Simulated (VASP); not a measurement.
# Ru (P6_3/mmc) in VASP: a series of runs

Runs on Ru. Level: PBE. Tasks: single point.

Everything below comes from runs of VASP 6.6.1. Logs are shortened: lines on timing, memory, paths and dates and some standing lists are left out, and cuts for length are marked.

### 1 The cell of the first run

Symmetry: P6_3/mmc, No. 194, hexagonal system. The conventional cell has a = 2.724 Å, b = 2.724 Å, c = 4.289 Å, α = 90.00°, β = 90.00°, γ = 120.00°. Ru (site symmetry -6m2) has 12 Ru at 2.66 to 2.72 Å within 3.5 Å.

### 2 Single point, PBE

File INCAR:

```
PREC = Accurate
ENCUT = 520
EDIFF = 1E-6
ISMEAR = -1
SIGMA = 0.1
LREAL = F
LASPH = T
NELM = 60
ALGO = Normal
ISIF = 2
LWAVE = F
LCHARG = F
GGA = PE
NBANDS = 21
```

File KPOINTS:

```
regular mesh
0
Gamma
  2 2 1
```

File POSCAR:

```
Ru
1.0
    2.7235595794      0.0000000000      0.0000000000
   -1.3617797897      2.3586717845      0.0000000000
    0.0000000000      0.0000000000      4.2890849607
Ru
2
Direct
    0.3333333333      0.6666666667      0.2500000000
    0.6666666667      0.3333333333      0.7500000000
```

Potentials or basis: VASP PAW PBE potentials, release 64 (Ru_pv).

Launch:

```console
$ cat potpaw_PBE.64/Ru_pv/POTCAR > POTCAR
$ mpirun -np 1 vasp_std > vasp.out
```

OUTCAR:

```text
PREC = Accurate
   ENCUT = 520
   EDIFF = 1E-6
   ISMEAR = -1
   LREAL = F
   LASPH = T
   NELM = 60
   ISIF = 2
   GGA = PE

 ion  position               nearest neighbor table
   1  0.333  0.667  0.250-   2 2.66   2 2.66   2 2.66   2 2.66   2 2.66   2 2.66
   2  0.667  0.333  0.750-   1 2.66   1 2.66   1 2.66   1 2.66   1 2.66   1 2.66

  LATTYP: Found a hexagonal cell.
 ALAT       =     2.7235595794
 C/A-ratio  =     1.5748085679

  Lattice vectors:

 A1 = (   2.7235595794,   0.0000000000,   0.0000000000)
 A2 = (  -1.3617797897,   2.3586717845,   0.0000000000)
 A3 = (   0.0000000000,   0.0000000000,   4.2890849607)

Analysis of symmetry for initial positions (statically):
=====================================================================
 Subroutine PRICEL returns:
 Original cell was already a primitive cell.

 Routine SETGRP: Setting up the symmetry group for a
 hexagonal supercell.

 Subroutine GETGRP returns: Found 24 space group operations
 (whereof 12 operations were pure point group operations)
 out of a pool of 24 trial point group operations.

The static configuration has the point symmetry D_3d.
 The point group associated with its full space group is D_6h.

Analysis of symmetry for dynamics (positions and initial velocities):
=====================================================================
 Subroutine PRICEL returns:
 Original cell was already a primitive cell.

 Routine SETGRP: Setting up the symmetry group for a
 hexagonal supercell.

 Subroutine GETGRP returns: Found 24 space group operations
 (whereof 12 operations were pure point group operations)
 out of a pool of 24 trial point group operations.

The dynamic configuration has the point symmetry D_3d.
 The point group associated with its full space group is D_6h.

 Subroutine INISYM returns: Found 24 space group operations
 (whereof 12 operations are pure point group operations),
 and found     1 'primitive' translations

----------------------------------------------------------------------------------------

                                     Primitive cell

  volume of cell :      27.5530

  direct lattice vectors                    reciprocal lattice vectors
     2.723559579  0.000000000  0.000000000     0.367166559  0.211983712  0.000000000
    -1.361779790  2.358671784  0.000000000     0.000000000  0.423967424  0.000000000
     0.000000000  0.000000000  4.289084961     0.000000000  0.000000000  0.233149963

  length of vectors
     2.723559579  2.723559579  4.289084961     0.423967424  0.423967424  0.233149963

  position of ions in fractional coordinates (direct lattice)
     0.333333333  0.666666667  0.250000000
     0.666666667  0.333333333  0.750000000

  ion indices of the primitive-cell ions
   primitive index   ion index
                 1           1
                 2           2

----------------------------------------------------------------------------------------

 KPOINTS: regular mesh

Automatic generation of k-mesh.
 Grid dimensions read from file:
 generate k-points for:    2    2    1

 Generating k-lattice:

  Cartesian coordinates                     Fractional coordinates (reciprocal lattice)
     0.183583280  0.105991856  0.000000000     0.500000000  0.000000000  0.000000000
     0.000000000  0.211983712  0.000000000     0.000000000  0.500000000  0.000000000
     0.000000000  0.000000000  0.233149963     0.000000000  0.000000000  1.000000000

  Length of vectors
     0.211983712  0.211983712  0.233149963

  Shift w.r.t. Gamma in fractional coordinates (k-lattice)
     0.000000000  0.000000000  0.000000000

 Subroutine IBZKPT returns following result:
 ===========================================

 Found      2 irreducible k-points:

 Following reciprocal coordinates:
            Coordinates               Weight
  0.000000  0.000000  0.000000      1.000000
  0.500000  0.000000  0.000000      3.000000
   k-points           NKPTS =      2   k-points in BZ     NKDIM =      2   number of bands    NBANDS=     21
   number of dos      NEDOS =    301   number of ions     NIONS =      2
   total plane-waves  NPLWV =  12800
   dimension x,y,z NGX =    20 NGY =   20 NGZ =   32
   dimension x,y,z NGXF=    40 NGYF=   40 NGZF=   64
   ions per type =               2
   NGX,Y,Z   is equivalent  to a cutoff of  12.21, 12.21, 12.40 a.u.
   NGXF,Y,Z  is equivalent  to a cutoff of  24.42, 24.42, 24.81 a.u.
 SYSTEM =  unknown system
   PREC   = accura    normal or accurate (medium, high low for compatibility)
   ISTART =      0    job   : 0-new  1-cont  2-samecut
   ICHARG =      2    charge: 1-file 2-atom 10-const
   ISPIN  =      1    spin polarized calculation?
   LNONCOLLINEAR =      F non collinear calculations
   LSORBIT =      F    spin-orbit coupling
   LASPH  =      T    aspherical Exc in radial PAW
   ENCUT  =  520.0 eV  38.22 Ry    6.18 a.u.   5.06  5.06  7.97*2*pi/ulx,y,z
   NELM   =     60;   NELMIN=  2; NELMDL= -5     # of ELM steps
   EDIFF  = 0.1E-05   stopping-criterion for ELM
   LREAL  =      F    real-space projection
   EDIFFG = 0.1E-04   stopping-criterion for IOM
   NSW    =      0    number of steps for IOM
   IBRION =     -1    ionic relax: 0-MD 1-quasi-New 2-CG
   NFREE  =      0    steps in history (QN), initial steepest desc. (CG)
   ISIF   =      2    stress and relaxation
   ISYM   =      2    0-nonsym 1-usesym 2-fastsym
   POTIM  = 0.5000    time-step for ionic-motion
   TEBEG  =    0.0;   TEEND  =   0.0 temperature during run
   PSTRESS=    0.0 pullay stress
   NELECT =      28.0000    total number of electrons
   NUPDOWN=      -1.0000    fix difference up-down
   EMIN   =  10.00;   EMAX   =-10.00  energy-range for DOS
   EFERMI =   0.00;   METHOD = LEGACY
   ISMEAR =    -1;   SIGMA  =   0.10  broadening in eV -4-tet -1-fermi 0-gaus
   EFERMI_NEDOS =   21; number of points for ismear=-14 and -15
   IALGO  =     38    algorithm
   IMIX   =      4    mixing-type and parameters
     AMIX     =   0.40;   BMIX     =  1.00
     AMIX_MAG =   1.60;   BMIX_MAG =  1.00
  volume/ion in A,a.u.               =      13.78        92.97
  Fermi-wavevector in a.u.,A,eV,Ry     =   1.645904  3.110308 36.858181  2.709000
  Thomas-Fermi vector in A             =   2.735622
   LORBIT       =      0    0 simple, 1 ext, 2 COOP (PROOUT), +10 PAW based schemes
   GGA     = PE    functional components
   LHFCALC =     F    Hartree Fock is set to
   AEXX    =    0.0000 exact exchange contribution
   IVDW    =     0    specifies the selected vdW correction
   LEPSILON=     F    determine dielectric tensor
   LRPA    =     F    only Hartree local field effects (RPA)
 non-spin polarized calculation
  energy-cutoff  :      520.00
  volume of cell :       27.55
 maximum number of plane-waves:       734
   NGX = 11   NGY = 11   NGZ = 15

 number of electron      28.0000012 magnetization

 Free energy of the ion-electron system (eV)
  ---------------------------------------------------
  ext. energy  EPLUGINS =         0.00000000
  ---------------------------------------------------
  free energy    TOTEN  =       -18.02978843 eV

  energy without entropy =      -17.83500699  energy(sigma->0) =      -17.93239771

 E-fermi :  13.9230     XC(G=0): -13.9879

 val. band max:       11.4734461920   @ k =   0.0000   0.0000   0.0000
 cond. band min:      13.9611462174   @ k =   0.5000   0.0000   0.0000
 fundamental gap:      2.4877000254
 Fermi energy:        13.9229633265

 k-point     1 :       0.0000    0.0000    0.0000
  band No.  band energies     occupation
      1     -30.5077      2.00000
      2     -29.9867      2.00000
      3     -29.9867      2.00000
      4     -29.8209      2.00000
      5     -29.8209      2.00000
      6     -29.3891      2.00000
[... 13 lines left out ...]
     20      23.5817      0.00000
     21      23.5848      0.00000

 k-point     2 :       0.5000    0.0000    0.0000
  band No.  band energies     occupation
      1     -30.7006      2.00000
      2     -30.5153      2.00000
      3     -30.2088      2.00000
      4     -30.0383      2.00000
      5     -29.9343      2.00000
      6     -29.6756      2.00000
[... 13 lines left out ...]
     20      23.5827      0.00000
     21      23.5999      0.00000

------------------------ aborting loop because EDIFF is reached ----------------------------------------

  FORCE on cell =-STRESS in cart. coord.  units (eV):
  Direction    XX          YY          ZZ          XY          YZ          ZX
  --------------------------------------------------------------------------------------
  -------------------------------------------------------------------------------------
  Total        0.6389834      0.6389834      2.2094331      0.0000000      0.0000000     -0.0000000
  in kB       37.1561834     37.1561834    128.4761134      0.0000000      0.0000000     -0.0000000
  external PRESSURE =      67.5961601 kB  Pullay stress =       0.0000000 kB

 VOLUME and BASIS-vectors are now :
 -----------------------------------------------------------------------------
  energy-cutoff  :      520.00
  volume of cell :       27.55
      direct lattice vectors                 reciprocal lattice vectors
     2.723559579  0.000000000  0.000000000     0.367166559  0.211983712  0.000000000
    -1.361779790  2.358671784  0.000000000     0.000000000  0.423967424  0.000000000
     0.000000000  0.000000000  4.289084961     0.000000000  0.000000000  0.233149963

 POSITION                                       TOTAL-FORCE (eV/Angst)
 -----------------------------------------------------------------------------------
     -0.00000      1.57245      1.07227         0.000000      0.000000      0.000000
      1.36178      0.78622      3.21681        -0.000000     -0.000000      0.000000
 -----------------------------------------------------------------------------------
    total drift:                               -0.000000      0.000000     -0.000000

  FREE ENERGIE OF THE ION-ELECTRON SYSTEM (eV)
  ---------------------------------------------------
  free  energy   TOTEN  =       -18.0297884301 eV

  energy  without entropy=      -17.8350069929  energy(sigma->0) =      -17.93239771
```

Wall time 5.5 s (1 thread of Intel Xeon 8259CL, shared host); peak memory 0.13 GiB.

Results:

```
Free energy            : -18.0298 eV
Pressure               : 6.8 GPa
Band gap on the k mesh : zero (band 14 reaches 13.96 eV, above the bottom of band 15 at 11.47 eV)
```

Caveat: the k points lie up to 1.46 Å⁻¹ apart.

### 3 Single point, PBE

File INCAR:

```
PREC     = Accurate       # precision mode
ENCUT    = 520            # plane-wave cutoff, eV
EDIFF    = 1E-6           # SCF threshold, eV
ISMEAR   = -1             # smearing method
SIGMA    = 0.1            # smearing width, eV
LREAL    = F              # projectors in reciprocal space
LASPH    = T              # aspherical terms in the spheres
NELM     = 80             # most SCF steps
ALGO     = Normal         # electronic algorithm
ISIF     = 2              # what is computed and relaxed
LWAVE    = F              # write WAVECAR
LCHARG   = F              # write CHGCAR
GGA      = PE             # functional
NBANDS   = 21             # bands
```

File KPOINTS:

```
Automatic mesh
0
Gamma
  3 3 2
```

POSCAR is that of step 2.

Potentials or basis: VASP PAW PBE potentials, release 64 (Ru_pv).

Launch:

```console
$ cat potpaw_PBE.64/Ru_pv/POTCAR > POTCAR
$ mpirun -np 1 vasp_std > vasp.out
```

Wall time 6.4 s (1 thread of Intel Xeon 8259CL, shared host); peak memory 0.13 GiB.

It converged, with:

| Item | Value |
| --- | --- |
| Free energy | -17.6445 eV |
| Pressure | 8.3 GPa |
| Band gap on the k mesh | zero (band 14 reaches 13.57 eV, above the bottom of band 15 at 11.17 eV) |

Stress tensor (GPa, compression positive):
```
 24.06   0.00   0.00
  0.00  24.06   0.00
  0.00   0.00 -23.33
```

Levels at points of the mesh, in eV from the Fermi level:
| k point | band 11 | band 12 | band 13 | band 14 | band 15 | band 16 | band 17 | band 18 |
| --- | --- | --- | --- | --- | --- | --- | --- | --- |
| (0.00, 0.00, 0.00) | -2.72 | -2.23 | -2.23 | -1.78 | -1.78 | 0.77 | 0.77 | 0.95 |
| (0.00, 0.00, 0.50) | -3.09 | -3.09 | -3.03 | -3.03 | 0.15 | 0.15 | 0.15 | 0.15 |

Caveat: the k points lie up to 0.89 Å⁻¹ apart.
